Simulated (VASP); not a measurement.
# Ti3Al5 (P4/mmm) in VASP: further runs, part 2 of 2

VASP 6.6.1. Earlier steps stand in the parts before.

### Step 3. Single point, PBEsol (strain -0.050 along x and y, -0.025 along z)

Contents of INCAR:

```
PREC = Accurate
ENCUT = 520
EDIFF = 1E-6
ISMEAR = 0
SIGMA = 0.15
LREAL = F
LASPH = T
NELM = 60
ALGO = Fast
ISIF = 2
LWAVE = F
LCHARG = F
GGA = PS
NBANDS = 36
```

Contents of KPOINTS:

```
Automatic mesh
0
Gamma
  10 10 6
```

Contents of POSCAR:

```
Ti3Al5
1.0
    3.6891303640      0.0000000000      0.0000000000
    0.0000000000      3.6891303640      0.0000000000
    0.0000000000      0.0000000000      8.0894628306
Ti Al
3 5
Direct
    0.0000000000      0.0000000000      0.5000000000
    0.5000000000      0.5000000000      0.0000000000
    0.5000000000      0.5000000000      0.5000000000
    0.0000000000      0.5000000000      0.2523516174
    0.0000000000      0.5000000000      0.7476483826
    0.5000000000      0.0000000000      0.2523516174
    0.5000000000      0.0000000000      0.7476483826
    0.0000000000      0.0000000000      0.0000000000
```

Potentials or basis: VASP PAW PBE potentials, release 64 (Ti_sv, Al).

Command:

```
> cat potpaw_PBE.64/Ti_sv/POTCAR potpaw_PBE.64/Al/POTCAR > POTCAR
> mpirun -np 1 vasp_std > vasp.out
```

OUTCAR:

```text
PREC = Accurate
   ENCUT = 520
   EDIFF = 1E-6
   ISMEAR = 0
   LREAL = F
   LASPH = T
   NELM = 60
   ISIF = 2
   GGA = PS

 ion  position               nearest neighbor table
   1  0.000  0.000  0.500-   3 2.61   3 2.61   3 2.61   3 2.61   7 2.72   4 2.72   4 2.72   5 2.72
                             5 2.72   6 2.72   7 2.72   6 2.72
   2  0.500  0.500  0.000-   8 2.61   8 2.61   8 2.61   8 2.61   4 2.75   6 2.75   7 2.75   5 2.75
                             4 2.75   5 2.75   6 2.75   7 2.75
   3  0.500  0.500  0.500-   1 2.61   1 2.61   1 2.61   1 2.61   7 2.72   4 2.72   6 2.72   7 2.72
                             5 2.72   4 2.72   5 2.72   6 2.72
   4  0.000  0.500  0.252-   6 2.61   6 2.61   6 2.61   6 2.61   3 2.72   3 2.72   1 2.72   1 2.72
                             2 2.75   2 2.75   8 2.75   8 2.75
[... 1160 lines left out ...]
  external PRESSURE =     191.4626090 kB  Pullay stress =       0.0000000 kB

 VOLUME and BASIS-vectors are now :
 -----------------------------------------------------------------------------
  energy-cutoff  :      520.00
  volume of cell :      110.10
      direct lattice vectors                 reciprocal lattice vectors
     3.689130364  0.000000000  0.000000000     0.271066593  0.000000000  0.000000000
     0.000000000  3.689130364  0.000000000     0.000000000  0.271066593  0.000000000
     0.000000000  0.000000000  8.089462831     0.000000000  0.000000000  0.123617602

 POSITION                                       TOTAL-FORCE (eV/Angst)
 -----------------------------------------------------------------------------------
      0.00000      0.00000      4.04473         0.000000     -0.000000      0.000000
      1.84457      1.84457      0.00000         0.000000     -0.000000      0.000000
      1.84457      1.84457      4.04473         0.000000     -0.000000      0.000000
      0.00000      1.84457      2.04139        -0.000000     -0.000000     -0.198390
      0.00000      1.84457      6.04807        -0.000000      0.000000      0.198390
      1.84457      0.00000      2.04139         0.000000     -0.000000     -0.198390
      1.84457      0.00000      6.04807        -0.000000     -0.000000      0.198390
      0.00000      0.00000      0.00000         0.000000     -0.000000      0.000000
 -----------------------------------------------------------------------------------
    total drift:                                0.000000      0.000000      0.000000

  FREE ENERGIE OF THE ION-ELECTRON SYSTEM (eV)
  ---------------------------------------------------
  free  energy   TOTEN  =       -47.8865357975 eV

  energy  without entropy=      -47.8393115245  energy(sigma->0) =      -47.86292366
```

It took 6.3 min on 1 thread of Intel Xeon 6975P-C (Granite Rapids), shared host; peak memory 0.38 GiB.

What came out:

| Quantity | Value |
| --- | --- |
| Free energy | -47.8865 eV |
| Pressure | 19.1 GPa |
| Largest force | 0.198 eV/Å |
| Band gap on the k mesh | zero (an odd number of electrons rules out a gap without spin polarisation) |

Forces in eV/Å, atoms in the order of the input:
```
Ti   0.000  0.000  0.000
Ti   0.000  0.000  0.000
Ti   0.000  0.000  0.000
Al   0.000  0.000 -0.198
Al   0.000  0.000  0.198
Al   0.000  0.000 -0.198
Al   0.000  0.000  0.198
Al   0.000  0.000  0.000
```

Stress tensor (GPa, compression positive):
```
20.96  0.00  0.00
 0.00 20.96  0.00
 0.00  0.00 15.51
```

Levels at points of the mesh, in eV from the Fermi level:
```
           k point  band 22  band 23  band 24  band 25  band 26  band 27  band 28  band 29
(0.00, 0.00, 0.00)    -1.02    -0.73    -0.73    -0.28     0.14     0.14     0.82     0.98
(0.50, 0.00, 0.00)    -0.61    -0.55    -0.54     0.11     0.51     0.61     0.90     1.05
(0.50, 0.50, 0.00)    -1.80    -1.80    -1.79    -1.79    -0.83    -0.20     0.97     1.80
(0.00, 0.00, 0.50)    -1.16    -1.02    -0.72    -0.17     0.38     0.81     0.85     0.85
(0.50, 0.00, 0.50)    -0.36    -0.21    -0.13    -0.10     0.41     0.47     0.55     1.03
(0.50, 0.50, 0.50)    -2.66    -1.19    -1.03    -1.03    -0.84    -0.51     1.32     1.80
```

Caveat: the cell differs from its parent crystal (strain -0.050 along x and y, -0.025 along z); the stress differs along the axes, from 16 to 21 GPa; the PAW data sets were made with another functional, which shifts forces and pressure a little.

### Step 4. Single point, PBEsol (strain -0.050 along x and y, +0.000 along z)

Contents of INCAR:

```
SYSTEM = Ti3Al5
  ALGO = Fast
  EDIFF = 1E-7
  ENCUT = 520
  GGA = PS
  ISIF = 2
  ISMEAR = 0
  LASPH = .True.
  LCHARG = .True.
  LELF = .True.
  LREAL = .False.
  LVHAR = .True.
  LWAVE = .False.
  NBANDS = 36
  NELM = 60
  PREC = Accurate
  SIGMA = 0.15
```

Contents of KPOINTS:

```
k-points
0
Gamma
  10 10 6
  0 0 0
```

Edit POSCAR of step 3 so:

```diff
@@ -4,3 +4,3 @@
     0.0000000000      3.6891303640      0.0000000000
-    0.0000000000      0.0000000000      8.0894628306
+    0.0000000000      0.0000000000      8.2968849545
 Ti Al
```

Command:

```
> cat potpaw_PBE.64/Ti_sv/POTCAR potpaw_PBE.64/Al/POTCAR > POTCAR
> mpirun -np 1 vasp_std > vasp.out
```

It took 11 min on 1 thread of Intel Xeon 6975P-C (Granite Rapids), shared host; peak memory 0.39 GiB.

It converged, with:

| Quantity | Value |
| --- | --- |
| Free energy | -48.0931 eV |
| Pressure | 14.8 GPa |
| Largest force | 0.163 eV/Å |
| Band gap on the k mesh | zero (an odd number of electrons rules out a gap without spin polarisation) |

Forces on the atoms (eV/Å):
```
Ti   0.000  0.000  0.000
Ti   0.000  0.000  0.000
Ti   0.000  0.000  0.000
Al   0.000  0.000 -0.163
Al   0.000  0.000  0.163
Al   0.000  0.000 -0.163
Al   0.000  0.000  0.163
Al   0.000  0.000  0.000
```

Stress tensor (GPa, compression positive):
```
18.22  0.00  0.00
 0.00 18.22  0.00
 0.00  0.00  7.98
```

Levels at points of the mesh, in eV from the Fermi level:
```
           k point  band 22  band 23  band 24  band 25  band 26  band 27  band 28  band 29
(0.00, 0.00, 0.00)    -1.01    -0.61    -0.61    -0.26     0.16     0.16     0.84     0.85
(0.50, 0.00, 0.00)    -0.74    -0.54    -0.41     0.22     0.57     0.63     0.90     0.91
(0.50, 0.50, 0.00)    -1.82    -1.82    -1.78    -1.78    -0.83    -0.24     0.83     1.83
(0.00, 0.00, 0.50)    -1.05    -1.01    -0.83    -0.28     0.42     0.83     0.90     0.90
(0.50, 0.00, 0.50)    -0.39    -0.14    -0.09     0.00     0.45     0.47     0.52     1.03
(0.50, 0.50, 0.50)    -2.64    -1.33    -1.04    -1.04    -0.84    -0.53     1.19     1.82
```

Caveat: the cell differs from its parent crystal (strain -0.050 along x and y, +0.000 along z); the stress differs along the axes, from 8 to 18 GPa; the PAW data sets were made with another functional, which shifts forces and pressure a little.

### Step 5. Single point, PBEsol (strain -0.025 along x and y, -0.050 along z)

Contents of INCAR:

```
ALGO     = Fast           # electronic algorithm
EDIFF    = 1E-6           # SCF threshold, eV
ENCUT    = 520            # plane-wave cutoff, eV
GGA      = PS             # functional
ISIF     = 2              # what is computed and relaxed
ISMEAR   = 0              # smearing method
LASPH    = True           # aspherical terms in the spheres
LCHARG   = True           # write CHGCAR
LELF     = True           # ELF
LREAL    = False          # projectors in reciprocal space
LVHAR    = True         
LWAVE    = False          # write WAVECAR
NBANDS   = 36             # bands
NELM     = 100            # most SCF steps
PREC     = Accurate       # precision mode
SIGMA    = 0.15           # smearing width, eV
```

Contents of KPOINTS:

```
k-points
0
Gamma
  10 10 6
```

Edit POSCAR of step 4 so:

```diff
@@ -2,5 +2,5 @@
 1.0
-    3.6891303640      0.0000000000      0.0000000000
-    0.0000000000      3.6891303640      0.0000000000
-    0.0000000000      0.0000000000      8.2968849545
+    3.7862127420      0.0000000000      0.0000000000
+    0.0000000000      3.7862127420      0.0000000000
+    0.0000000000      0.0000000000      7.8820407068
 Ti Al
```

Command:

```
> cat potpaw_PBE.64/Ti_sv/POTCAR potpaw_PBE.64/Al/POTCAR > POTCAR
> mpirun -np 1 vasp_std > vasp.out
```

Run time: 6.5 min. Hardware: 1 thread of Intel Xeon 6975P-C (Granite Rapids), shared host; peak memory 0.39 GiB.

The run converged. Its results:

| Item | Value |
| --- | --- |
| Free energy | -48.2018 eV |
| Pressure | 14.5 GPa |
| Largest force | 0.126 eV/Å |
| Band gap on the k mesh | zero (an odd number of electrons rules out a gap without spin polarisation) |

Forces on the atoms (eV/Å):
```
Ti   0.000  0.000  0.000
Ti   0.000  0.000  0.000
Ti   0.000  0.000  0.000
Al   0.000  0.000 -0.126
Al   0.000  0.000  0.126
Al   0.000  0.000 -0.126
Al   0.000  0.000  0.126
Al   0.000  0.000  0.000
```

Stress tensor (GPa, compression positive):
```
13.18  0.00  0.00
 0.00 13.18  0.00
 0.00  0.00 17.08
```

Levels at points of the mesh, in eV from the Fermi level:
| k point | band 22 | band 23 | band 24 | band 25 | band 26 | band 27 | band 28 | band 29 |
| --- | --- | --- | --- | --- | --- | --- | --- | --- |
| (0.00, 0.00, 0.00) | -1.04 | -1.04 | -0.94 | -0.30 | 0.15 | 0.15 | 0.71 | 1.24 |
| (0.50, 0.00, 0.00) | -0.75 | -0.52 | -0.34 | -0.09 | 0.27 | 0.47 | 0.85 | 1.26 |
| (0.50, 0.50, 0.00) | -1.94 | -1.94 | -1.57 | -1.57 | -0.83 | -0.11 | 1.13 | 1.61 |
| (0.00, 0.00, 0.50) | -1.33 | -0.94 | -0.43 | 0.00 | 0.36 | 0.67 | 0.67 | 0.69 |
| (0.50, 0.00, 0.50) | -0.44 | -0.26 | -0.24 | -0.10 | 0.20 | 0.36 | 0.72 | 0.91 |
| (0.50, 0.50, 0.50) | -2.58 | -1.04 | -1.04 | -0.92 | -0.82 | -0.48 | 1.54 | 1.55 |

Caveat: the cell differs from its parent crystal (strain -0.025 along x and y, -0.050 along z); the cell stands under pressure; the PAW data sets were made with another functional, which shifts forces and pressure a little.

### Step 6. Overview

| cell | further INCAR settings | gap on the mesh (eV) | pressure (GPa) | largest force (eV/Å) |
| --- | --- | --- | --- | --- |
| a = 3.689, b = 3.689, c = 7.882 Å, 8 atoms | ALGO = Fast; EDIFF = 1e-06; NBANDS = 36 | none | 24.2 | 0.23 |
| a = 3.689, b = 3.689, c = 8.089 Å, 8 atoms | ALGO = Fast; EDIFF = 1e-06; NBANDS = 36 | none | 19.1 | 0.20 |
| a = 3.689, b = 3.689, c = 8.297 Å, 8 atoms | ALGO = Fast; EDIFF = 1e-07; NBANDS = 36 | none | 14.8 | 0.16 |
| a = 3.786, b = 3.786, c = 7.882 Å, 8 atoms | ALGO = Fast; EDIFF = 1e-06; NBANDS = 36 | none | 14.5 | 0.13 |

Alike in all rows: task single point; level PBEsol; potentials or basis VASP PAW PBE potentials, release 64 (Ti_sv, Al); no spin polarisation; k mesh 10 × 10 × 6; cutoff (eV) 520; smearing gaussian 0.15 eV.

Caveats: the PAW data sets were made with another functional, which shifts forces and pressure a little; the cell stands under pressure (at least some runs); the stress differs along the axes, from 16 to 21 GPa (at least some runs); the stress differs along the axes, from 8 to 18 GPa (at least some runs).

Absolute energies hang on the potentials; compare differences alone.
